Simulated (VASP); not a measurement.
A run of VASP 6.6.1 is set up as follows.

Contents of INCAR:

```
ALGO = Normal
EDIFF = 1E-7
ENCUT = 520
GGA = PE
ISIF = 2
ISMEAR = -1
LASPH = True
LCHARG = False
LREAL = Auto
LWAVE = False
NBANDS = 54
NELM = 100
PREC = Accurate
SIGMA = 0.05
```

File KPOINTS:

```
k-points
0
Gamma
  1 1 1
```

The input POSCAR:

```
H2CO
1.0
    7.8068320000      0.0000000000      0.0000000000
    0.0000000000      7.8068320000      0.0000000000
    0.0000000000      0.0000000000      7.8068320000
O C H
6 6 12
Direct
    0.2922568335      0.1499327768      0.5039816407
    0.5298051758      0.8528299315      0.3647958609
   -0.0021775798     -0.0179202012      1.0386159200
    0.5681818182      0.5655431038      0.8779361462
    0.8237528360      0.4024039457      0.4106659398
    0.5212998051      0.0073781529      0.8292480228
    0.2112508633      0.1349202852      0.3731090921
    0.5046221054      0.7310775997      0.2699430448
    0.0999893427     -0.0037659322      0.9216926917
    0.6542730777      0.4330693936      0.8599903264
    0.7447835434      0.2713392577      0.3893256573
    0.6233898718     -0.0852586555      0.7474094485
    0.1003608122      0.0556179510      0.3595056228
    0.2609509209      0.1923955838      0.2482697207
    0.5585108018      0.7119917529      0.1489464613
    0.4125489059      0.6338294458      0.3152495148
    0.2365364081      0.0408744546      0.9299290673
    0.0576546287     -0.0007429390      0.7881942381
    0.7875153455      0.4364894749      0.7921138818
    0.5890737754      0.3049892709      0.8844688857
    0.6714631492      0.2217929116      0.2770009653
    0.7429261959      0.1607566296      0.4915438170
    0.5981299457     -0.1278239368      0.6195086560
    0.7466152724     -0.1233150656      0.7936766156
```

Potentials or basis: VASP PAW PBE potentials, release 64 (O, C, H).

The run is started by

```sh
$ cat potpaw_PBE.64/O/POTCAR potpaw_PBE.64/C/POTCAR potpaw_PBE.64/H/POTCAR > POTCAR
$ mpirun -np 1 vasp_gam > vasp.out
```

Q: Estimate the largest force.

A: 2.898 eV/Å.

Q: Predict the pressure.

A: 0.0 GPa.

Stress tensor (GPa, compression positive):
```
-0.30  0.56  1.14
 0.56 -0.93  0.21
 1.14  0.21  1.28
```

Caveat: the k points lie up to 0.80 Å⁻¹ apart, too coarse for converged energies, forces and pressures; the atoms stand as in a frame of molecular dynamics.
